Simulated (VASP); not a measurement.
Write the native input for VASP 6.6.1 that does the following.

- Task: single point
- Functional: PBE
- Potentials or basis: VASP PAW PBE potentials, release 64 (Pb_d, S)
- Cutoff: 520 eV
- k mesh: 8 × 8 × 8
- Occupations: fermi-dirac, width 0.02 eV
- Spin: no spin polarisation
- Dipole correction: no
- Further INCAR settings: ALGO = Normal; EDIFF = 1e-06; NBANDS = 17

The structure of PbS lies in POSCAR:

```
PbS
1.0
    3.6351320144      0.0000000000      0.0000000000
    0.0000000000      3.6351320144      0.0000000000
    0.0000000000      0.0000000000      3.6351320144
Pb S
1 1
Direct
    0.0000000000      0.0000000000      0.0000000000
    0.5000000000      0.5000000000      0.5000000000
```

One way to write it, as run:

INCAR

```
SYSTEM = PbS
PREC = Accurate
ENCUT = 520
EDIFF = 1E-6
ISMEAR = -1
SIGMA = 0.02
LREAL = .FALSE.
LASPH = .TRUE.
NELM = 100
ALGO = Normal
ISIF = 2
LWAVE = .FALSE.
LCHARG = .FALSE.
GGA = PE
NBANDS = 17
```

KPOINTS

```
Automatic mesh
0
G
  8 8 8
  0 0 0
```

Potentials or basis: VASP PAW PBE potentials, release 64 (Pb_d, S).

The run is started by

```sh
$ cat potpaw_PBE.64/Pb_d/POTCAR potpaw_PBE.64/S/POTCAR > POTCAR
$ mpirun -np 1 vasp_std > vasp.out
```

Results of the run:

The pressure is 0.6 GPa. The band gap on the k mesh is zero (band 10 reaches 6.23 eV, above the bottom of band 11 at 5.79 eV).

Caveat: spin-orbit coupling is left out, which moves the levels of the heavy elements.

Wall time 40 s on 1 thread of Intel Xeon 8259CL (shared host), peak memory 0.17 GiB.
